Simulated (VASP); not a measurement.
# Al (Immm) in VASP: single point with r2SCAN

Aim: the single point of Al with r2SCAN.

Program: VASP 6.6.1. These are calculated values, not measurements. Logs are shortened: lines on timing, memory, paths and dates and some standing lists are left out, and cuts for length are marked.

## 1. The cell of the first run

The typed cell holds 1 atom: a = 2.857 Å, b = 2.857 Å, c = 2.857 Å, α = 119.98°, β = 120.01°, γ = 90.01°.

## 2. Single point, r2SCAN

POSCAR reads:

```
Al
1.0
   -1.4288920766      1.4282300293      2.0200490114
    1.4288920766     -1.4282300293      2.0200490114
    1.4288920766      1.4282300293     -2.0200490114
Al
1
Direct
    0.0000000000      0.5000000000      0.5000000000
```

INCAR.step1 reads:

```
ALGO = Normal ; EDIFF = 1E-4
ENCUT = 520 ; GGA = PE
ISMEAR = 0 ; LASPH = True
LCHARG = False ; LREAL = False
LWAVE = True ; NBANDS = 8
NELM = 100 ; PREC = Accurate
SIGMA = 0.1
```

INCAR.step2 reads:

```
ALGO = Normal ; EDIFF = 1E-6
ENCUT = 520 ; ISIF = 2
ISMEAR = 0 ; ISTART = 1
LASPH = True ; LCHARG = False
LMIXTAU = True ; LREAL = False
LWAVE = False ; METAGGA = R2SCAN
NBANDS = 8 ; NELM = 100
PREC = Accurate ; SIGMA = 0.1
```

KPOINTS reads:

```
k-points
0
Gamma
  28 28 28
```

Potentials or basis: VASP PAW PBE potentials, release 64 (Al).

On the command line:

```console
$ cat potpaw_PBE.64/Al/POTCAR > POTCAR
$ cp INCAR.step1 INCAR
$ mpirun -np 1 vasp_std > vasp.out
$ cp INCAR.step2 INCAR
$ mpirun -np 1 vasp_std > vasp.out
```

OUTCAR:

```text
EDIFF = 1E-6
   ENCUT = 520
   ISIF = 2
   ISMEAR = 0
   ISTART = 1
   LASPH = True
   LREAL = False
   METAGGA = R2SCAN
   NELM = 100
   PREC = Accurate

 ion  position               nearest neighbor table
   1  0.000  0.500  0.500-

  LATTYP: Found a body centered orthorhombic cell.
 ALAT       =     2.8564600586
 B/A-ratio  =     1.0004635439
 C/A-ratio  =     1.4143723140

  Lattice vectors:

 A1 = (   1.4288920766,   1.4282300293,   2.0200490114)
 A2 = (  -1.4288920766,  -1.4282300293,   2.0200490114)
 A3 = (   1.4288920766,  -1.4282300293,  -2.0200490114)

Analysis of symmetry for initial positions (statically):
=====================================================================
 Subroutine PRICEL returns:
 Original cell was already a primitive cell.

 Routine SETGRP: Setting up the symmetry group for a
 body centered orthorhombic supercell.

 Subroutine GETGRP returns: Found  8 space group operations
 (whereof  8 operations were pure point group operations)
 out of a pool of  8 trial point group operations.

The static configuration has the point symmetry D_2h.

Analysis of symmetry for dynamics (positions and initial velocities):
=====================================================================
 Subroutine PRICEL returns:
 Original cell was already a primitive cell.

 Routine SETGRP: Setting up the symmetry group for a
 body centered orthorhombic supercell.

 Subroutine GETGRP returns: Found  8 space group operations
 (whereof  8 operations were pure point group operations)
 out of a pool of  8 trial point group operations.

The dynamic configuration has the point symmetry D_2h.

 Subroutine INISYM returns: Found  8 space group operations
 (whereof  8 operations are pure point group operations),
 and found     1 'primitive' translations

----------------------------------------------------------------------------------------

                                     Primitive cell

  volume of cell :      16.4900

  direct lattice vectors                    reciprocal lattice vectors
    -1.428892077  1.428230029  2.020049011     0.000000000  0.350083663  0.247518747
     1.428892077 -1.428230029  2.020049011     0.349921459  0.000000000  0.247518747
     1.428892077  1.428230029 -2.020049011     0.349921459  0.350083663  0.000000000

  length of vectors
     2.856951451  2.856951451  2.856951451     0.428747129  0.428614696  0.494978382

  position of ions in fractional coordinates (direct lattice)
[... 80 lines left out ...]
   NSW    =      0    number of steps for IOM
   IBRION =     -1    ionic relax: 0-MD 1-quasi-New 2-CG
   NFREE  =      0    steps in history (QN), initial steepest desc. (CG)
   ISIF   =      2    stress and relaxation
   ISYM   =      2    0-nonsym 1-usesym 2-fastsym
   POTIM  = 0.5000    time-step for ionic-motion
   TEBEG  =    0.0;   TEEND  =   0.0 temperature during run
   PSTRESS=    0.0 pullay stress
   NELECT =       3.0000    total number of electrons
   NUPDOWN=      -1.0000    fix difference up-down
   EMIN   =  10.00;   EMAX   =-10.00  energy-range for DOS
   EFERMI =   0.00;   METHOD = LEGACY
   ISMEAR =     0;   SIGMA  =   0.10  broadening in eV -4-tet -1-fermi 0-gaus
   EFERMI_NEDOS =   21; number of points for ismear=-14 and -15
   IALGO  =     38    algorithm
   IMIX   =      4    mixing-type and parameters
     AMIX     =   0.40;   BMIX     =  1.00
     AMIX_MAG =   1.60;   BMIX_MAG =  1.00
  volume/ion in A,a.u.               =      16.49       111.28
  Fermi-wavevector in a.u.,A,eV,Ry     =   0.927631  1.752969 11.707812  0.860500
  Thomas-Fermi vector in A             =   2.053722
   LORBIT       =      0    0 simple, 1 ext, 2 COOP (PROOUT), +10 PAW based schemes
   METAGGA = R2SCAN    functional components
   LHFCALC =     F    Hartree Fock is set to
   AEXX    =    0.0000 exact exchange contribution
   IVDW    =     0    specifies the selected vdW correction
   LEPSILON=     F    determine dielectric tensor
   LRPA    =     F    only Hartree local field effects (RPA)
 non-spin polarized calculation
 Gauss-broadening in eV      SIGMA  =   0.10
  energy-cutoff  :      520.00
  volume of cell :       16.49
 maximum number of plane-waves:       459
 NGX is ok and might be reduce to    24
   NGX = 11   NGY = 11   NGZ = 11

 number of electron       3.0000000 magnetization

 Free energy of the ion-electron system (eV)
  ---------------------------------------------------
  ext. energy  EPLUGINS =         0.00000000
  ---------------------------------------------------
  free energy    TOTEN  =        -6.73182088 eV

  energy without entropy =       -6.72972695  energy(sigma->0) =       -6.73077392

 E-fermi :   8.0380     XC(G=0): -10.9090

 val. band max:        8.0363212714   @ k =  -0.3929  -0.4286   0.0714
 cond. band min:       8.0384840660   @ k =   0.4286  -0.3929   0.3214
 fundamental gap:      0.0021627945
 Fermi energy:         8.0380465916

 k-point     1 :       0.0000    0.0000    0.0000
  band No.  band energies     occupation
      1      -3.8197      2.00000
      2      21.3412      0.00000
      3      21.3503      0.00000
      4      21.3567      0.00000
      5      23.2435      0.00000
      6      23.2516      0.00000
      7      23.2606      0.00000
      8      25.3896      0.00000
[... 243 lines left out ...]
 k-point    24 :       0.2857    0.0357   -0.0000
  band No.  band energies     occupation
      1      -1.2465      2.00000
      2       9.8924      0.00000
      3      18.4733      0.00000
      4      20.3441      0.00000
      5      22.1294      0.00000
      6      23.2754      0.00000
      7      23.6461      0.00000
      8      27.4558      0.00000

 [... further k-points ...]

------------------------ aborting loop because EDIFF is reached ----------------------------------------

  FORCE on cell =-STRESS in cart. coord.  units (eV):
  Direction    XX          YY          ZZ          XY          YZ          ZX
  --------------------------------------------------------------------------------------
  -------------------------------------------------------------------------------------
  Total       -0.3409631     -0.3391007     -0.3395202      0.0000000      0.0000000      0.0000000
  in kB      -33.1282455    -32.9472983    -32.9880585      0.0000000      0.0000000      0.0000000
  external PRESSURE =     -33.0212007 kB  Pullay stress =       0.0000000 kB

 VOLUME and BASIS-vectors are now :
 -----------------------------------------------------------------------------
  energy-cutoff  :      520.00
  volume of cell :       16.49
      direct lattice vectors                 reciprocal lattice vectors
    -1.428892077  1.428230029  2.020049011     0.000000000  0.350083663  0.247518747
     1.428892077 -1.428230029  2.020049011     0.349921459  0.000000000  0.247518747
     1.428892077  1.428230029 -2.020049011     0.349921459  0.350083663  0.000000000

 POSITION                                       TOTAL-FORCE (eV/Angst)
 -----------------------------------------------------------------------------------
      1.42889      0.00000      0.00000         0.000000     -0.000000      0.000000
 -----------------------------------------------------------------------------------
    total drift:                               -0.000000      0.000000     -0.000000

  FREE ENERGIE OF THE ION-ELECTRON SYSTEM (eV)
  ---------------------------------------------------
  free  energy   TOTEN  =        -6.7318208838 eV

  energy  without entropy=       -6.7297269528  energy(sigma->0) =       -6.73077392
```

OUTCAR.step1:

```text
EDIFF = 1E-4
   ENCUT = 520
   GGA = PE
   ISMEAR = 0
   LASPH = True
   LREAL = False
[... 481 lines left out ...]

 POSITION                                       TOTAL-FORCE (eV/Angst)
 -----------------------------------------------------------------------------------
      1.42889      0.00000      0.00000         0.000000      0.000000      0.000000
 -----------------------------------------------------------------------------------
    total drift:                               -0.000000      0.000000     -0.000000

  FREE ENERGIE OF THE ION-ELECTRON SYSTEM (eV)
  ---------------------------------------------------
  free  energy   TOTEN  =        -3.7463762367 eV

  energy  without entropy=       -3.7443161546  energy(sigma->0) =       -3.74534620
```

OSZICAR.step1:

```text
N       E                     dE             d eps       ncg     rms          rms(c)
DAV:   1    -0.231496312463E+01   -0.23150E+01   -0.93887E+02 49520   0.236E+02
DAV:   2    -0.376284948208E+01   -0.14479E+01   -0.14028E+01 69376   0.175E+01
DAV:   3    -0.376891802423E+01   -0.60685E-02   -0.60648E-02 64280   0.141E+00
DAV:   4    -0.376892923565E+01   -0.11211E-04   -0.11211E-04 75768   0.478E-02
DAV:   5    -0.376892926021E+01   -0.24554E-07   -0.24886E-07 64664   0.128E-03    0.130E+00
DAV:   6    -0.375589539515E+01    0.13034E-01   -0.16542E-03 64984   0.194E-01    0.759E-01
DAV:   7    -0.374638119496E+01    0.95142E-02   -0.49660E-03 64000   0.315E-01    0.147E-01
DAV:   8    -0.374637623672E+01    0.49582E-05   -0.13258E-05 64208   0.261E-02
   1 F= -.37463762E+01 E0= -.37453462E+01  d E =-.206008E-02
```

It took 50 min on 1 thread of Oxide Virtual Turin-like, shared host; peak memory 0.41 GiB.

What came out:

| Quantity | Value |
| --- | --- |
| Free energy | -6.7318 eV |
| Pressure | -3.3 GPa |
| Band gap on the k mesh | zero (an odd number of electrons rules out a gap without spin polarisation) |

Caveat: the cell stands under tension; the PAW data sets were made with another functional, which shifts forces and pressure a little.
